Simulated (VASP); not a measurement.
HF, 4 atoms in the cell. The typed cell holds 4 atoms: a = 3.133 Å, b = 3.133 Å, c = 3.923 Å, α = 90.00°, β = 90.00°, γ = 90.00°. 

| Quantity | Value |
| --- | --- |
| Program | VASP 6.6.1 |
| Task | single point |
| Functional | PBE |
| Potentials or basis | VASP PAW PBE potentials, release 64 (H, F) |
| Cutoff | 520 eV |
| k mesh | 6 × 6 × 4 |
| Occupations | gaussian, width 0.1 eV |
| Spin | no spin polarisation |
| Dipole correction | no |
| Further INCAR settings | ALGO = Normal; EDIFF = 1e-06; NBANDS = 16 |

Potentials or basis: VASP PAW PBE potentials, release 64 (H, F).

Launch:

```bash
$ cat potpaw_PBE.64/H/POTCAR potpaw_PBE.64/F/POTCAR > POTCAR
$ mpirun -np 1 vasp_std > vasp.out
```

Hardware: 1 thread of Intel(R) Xeon(R) Platinum 8488C (Sapphire Rapids), with other jobs on the host.

**Question.** Estimate the wall time of this run.

**Answer.** Run time: 7.5 s on 1 thread of Intel(R) Xeon(R) Platinum 8488C (Sapphire Rapids) (shared host), peak memory 0.14 GiB. Counts: scf iterations 11, k points 30.
